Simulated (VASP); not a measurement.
A run of VASP 6.6.1 is set up as follows.

INCAR

```
  PREC = Accurate
  ENCUT = 520
  EDIFF = 1E-6
  ISMEAR = 0
  SIGMA = 0.05
  LREAL = Auto
  LASPH = True
  NELM = 80
  ALGO = Normal
  ISIF = 2
  LWAVE = False
  LCHARG = False
  LDIPOL = True
  IDIPOL = 3
  DIPOL = 0.5 0.5 0.461
  GGA = PE
  IVDW = 12
  NBANDS = 127
```

KPOINTS

```
Automatic mesh
0
Gamma
  3 3 1
```

POSCAR

```
Ti4H3O9
1.0
    5.9085268334      0.0000000000      0.0000000000
    0.0000000000      6.5169368715      0.0000000000
    0.0000000000      0.0000000000     25.9293098201
O Ti H
18 8 6
Direct
    0.0000000000      0.0000000000      0.3085311586
    0.5000000000      0.0000000000      0.3085311586
    0.2500000000      0.3043792196      0.3576974606
    0.7500000000      0.3043792196      0.3576974606
    0.2500000000      0.6956207804      0.3576974606
    0.7500000000      0.6956207804      0.3576974606
    0.0000000000      0.0000000000      0.4068637626
    0.5000000000      0.0000000000      0.4068637626
    0.0000000000      0.5000000000      0.4341985388
    0.5000000000      0.5000000000      0.4341985388
    0.2493485746      0.8090599434      0.4823478973
    0.7489291015      0.8087762923      0.4821951001
    0.2503850751      0.1929946766      0.4898657882
    0.7506390982      0.1928066882      0.4899062756
   -0.0001792523      0.5208080819      0.5324739745
    0.4995154795      0.5211692656      0.5324185820
    0.0021721466     -0.0786964877      0.5654966444
    0.5047142658     -0.0755639488      0.5659238887
    0.0000000000      0.5000000000      0.3576974606
    0.5000000000      0.5000000000      0.3576974606
    0.2500000000      0.0000000000      0.3576974606
    0.7500000000      0.0000000000      0.3576974606
    0.0033561846     -0.0013495182      0.4787002919
    0.5034338481     -0.0011848014      0.4784607189
    0.2504875392      0.4985807529      0.4883961159
    0.7501179141      0.4983082538      0.4886017537
    0.8521024587     -0.0421238616      0.5787688771
    0.3574272115     -0.0345479410      0.5798877745
    0.9966599004      0.7687422901      0.5610444889
    0.4961737936      0.7721104393      0.5618684003
    0.2211908152      0.2786973676      0.6366857591
    0.1805363509      0.3218092397      0.6114120061
```

Potentials or basis: VASP PAW PBE potentials, release 64 (O, Ti_sv, H).

Launch:

```sh
$ cat potpaw_PBE.64/O/POTCAR potpaw_PBE.64/Ti_sv/POTCAR potpaw_PBE.64/H/POTCAR > POTCAR
$ mpirun -np 1 vasp_std > vasp.out
```

Q: What does it give for the largest force?

A: 4.533 eV/Å.

Q: What does it give for the dispersion energy per atom?

A: -0.145 eV.

Q: Estimate the band gap on the k mesh.

A: 1.58 eV.

Forces in eV/Å, atoms in the order of the input:
```
O    0.000  0.008  2.175
O    0.000  0.007  2.177
O    0.002  1.312 -0.862
O   -0.006  1.312 -0.861
O    0.003 -1.321 -0.870
O   -0.005 -1.322 -0.871
O   -0.001  0.214  1.714
O   -0.004  0.225  1.675
O   -0.014 -0.208 -1.652
O   -0.014 -0.218 -1.650
O    0.018 -0.059  0.007
O   -0.001 -0.053  0.007
O    0.007  0.033  0.016
O    0.001  0.043  0.010
O    0.018  0.017  0.096
O    0.011  0.021  0.089
O    0.033  0.008 -0.025
O    0.062  0.028 -0.031
Ti  -0.002  0.021  3.924
Ti   0.003  0.020  3.907
Ti  -0.026 -0.026 -4.533
Ti   0.032 -0.027 -4.533
Ti  -0.002  0.019  0.024
Ti  -0.011  0.010  0.083
Ti   0.003 -0.004 -0.046
Ti  -0.012 -0.012 -0.041
H   -0.077  0.074  0.045
H   -0.082  0.044  0.040
H    0.047 -0.078 -0.011
H    0.010 -0.092 -0.010
H    0.002  0.002  0.003
H    0.003  0.003  0.002
```
